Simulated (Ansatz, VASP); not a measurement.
**Ir: VASP beside Ansatz**

```xyz
1
Lattice="0.0000 1.8263 1.8263 1.8263 0.0000 1.8263 1.8263 1.8263 0.0000" Properties=species:S:1:pos:R:3 pbc="T T T"
Ir    0.0000    0.0000    0.0000
```

Change from the starting cell: volume scaled by 0.88, PAW files.

Alike in both runs: task single point; functional LDA; k mesh 17 × 17 × 17; occupations fermi-dirac, width 0.1 eV; no spin polarisation.

|  | VASP | Ansatz |
| --- | --- | --- |
| version | VASP 6.6.1 | Ansatz 0.2.0 |
| potentials or method | VASP PAW LDA potentials, release 64 (Ir) | PAW with Ansatz's default frozen-core files, scalar-relativistic |
| plane-wave cutoff (eV) | 520 | 420 |
| valence electrons in the cell | 9 | 17 |

|  | VASP | Ansatz | Ansatz less VASP |
| --- | --- | --- | --- |
| pressure (GPa) | 75.7 | 70.9 | -4.77 |

LDA's correlation is that of Perdew and Zunger in VASP and of Perdew and Wang (1992) in Ansatz. Both programs put the cell under a high pressure, so it lies far from rest at this level. VASP's potentials hold 9 valence electrons a cell and Ansatz's 17, so a difference there can come from the potentials and not from the codes.

Spin-orbit coupling is off throughout. Noted on VASP's run: the cell as given lies far from equilibrium.
